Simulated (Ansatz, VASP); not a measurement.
One calculation of SrFeO4, two programs

```
Sr Fe O
1.0
     5.33396    0.00000    0.00000
    -2.66698    4.61935    0.00000
     0.00000    0.00000    2.88381
Sr Fe O
1 1 4
Cartesian
  0.0000 0.0000 0.0000
  0.0000 3.0796 0.0000
  2.6670 1.5398 0.0000
  0.0000 4.4430 1.4419
  -1.1807 2.3979 1.4419
  1.1807 2.3979 1.4419
```

Change from the starting cell: species swapped into the HoCu4Ni type (P-6m2, No. 187).

Alike in both runs: functional PBE; k mesh 12 × 12 × 14; occupations gaussian, width 0.1 eV; collinear spin.

Ansatz relaxed the structure, and its values are those at the end. VASP's run is a single point on that final structure, the one shown.

|  | VASP | Ansatz |
| --- | --- | --- |
| version | VASP 6.6.1 | Ansatz 0.2.0 |
| potentials or method | VASP PAW PBE potentials, release 64 (Sr_sv, Fe, O), cutoff 520 eV | scalar-relativistic, plane waves, PAW |
| valence electrons in the cell | 42 | 50 |

|  | VASP | Ansatz | Ansatz less VASP |
| --- | --- | --- | --- |
| gap on the k mesh at the Fermi level (eV) | none | none | - |
| pressure (GPa) | 0.4 | 0.0 | -0.41 |
| rms of the force components (eV/Å) | 0.045 | 0.002 | -0.0425 |
| net moment per atom (μB) | 0.29 | 0.29 | +0.001 |
| size of the moment on the site where the two differ most (μB) | 2.82 | 2.65 | -0.175 |

Site moments also hang on the region over which each program counts them. A gap of «none» marks a metal or a gap that the smearing closes. VASP's potentials hold 42 valence electrons a cell and Ansatz's 50, so a difference there can come from the potentials and not from the codes.
